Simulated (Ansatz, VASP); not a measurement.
## TlPt: VASP beside Ansatz

```
CELL_PARAMETERS angstrom
5.60500 0.00000 0.00000
-2.80250 4.85407 0.00000
0.00000 0.00000 4.63900
ATOMIC_POSITIONS crystal
Tl 0.50000 0.00000 0.00000
Tl 0.50000 0.50000 0.00000
Tl 0.00000 0.50000 0.00000
Pt 0.00000 0.00000 0.00000
Pt 0.33333 0.66667 0.50000
Pt 0.66667 0.33333 0.50000
```

Alike in both runs: task single point; functional PBE; k mesh 9 × 9 × 8; occupations gaussian, width 0.05 eV; no spin polarisation.

```csv
,VASP,Ansatz
version,VASP 6.6.1,Ansatz 0.2.0
potentials or method,"VASP PAW PBE potentials, release 64 (Tl_d, Pt), cutoff 520 eV","scalar-relativistic, plane waves, PAW"
valence electrons in the cell,69,93
```

|  | VASP | Ansatz | Ansatz less VASP |
| --- | --- | --- | --- |
| gap on the k mesh at the Fermi level (eV) | none | none | - |
| pressure (GPa) | 13.3 | 13.3 | -0.05 |
| traceless stress, the component that is largest in VASP (GPa) | -9.88 | -9.91 | -0.026 |

A gap of «none» marks a metal or a gap that the smearing closes. The functional is the same, so the differences come from potentials, cutoffs and numerics. VASP's potentials hold 69 valence electrons a cell and Ansatz's 93, so a difference there can come from the potentials and not from the codes.

Spin-orbit coupling is off throughout.
